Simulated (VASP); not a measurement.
Here is a VASP 6.6.1 calculation.

File INCAR:

```
SYSTEM = Cu
  PREC = Accurate
  ENCUT = 600
  EDIFF = 1E-6
  ISMEAR = 0
  SIGMA = 0.05
  LREAL = .FALSE.
  LASPH = .TRUE.
  NELM = 120
  ALGO = Normal
  ISIF = 2
  LWAVE = .FALSE.
  LCHARG = .FALSE.
  GGA = PS
  NBANDS = 18
  GGA_COMPAT = .FALSE.
```

KPOINTS

```
Automatic mesh
0
G
  9 9 9
  0 0 0
```

POSCAR

```
Cu
1.0
    0.0000000000      2.6149929452      2.6149929452
    2.6149929452      0.0000000000      2.6149929452
    2.6149929452      2.6149929452      0.0000000000
Cu
2
Direct
    1.0000000000      1.0000000000      1.0000000000
    0.2500000000      0.2500000000      0.2500000000
```

Potentials or basis: VASP PAW PBE potentials, release 64 (Cu).

Command:

```console
$ cat potpaw_PBE.64/Cu/POTCAR > POTCAR
$ mpirun -np 1 vasp_std > vasp.out
```

(1) Predict the band gap on the k mesh.

(2) What does it give for the pressure?

Answers

(1) zero (bands 11 and 12 overlap by 0.68 eV).

(2) 0.1 GPa.

Caveat: the PAW data sets were made with another functional, which shifts forces and pressure a little.
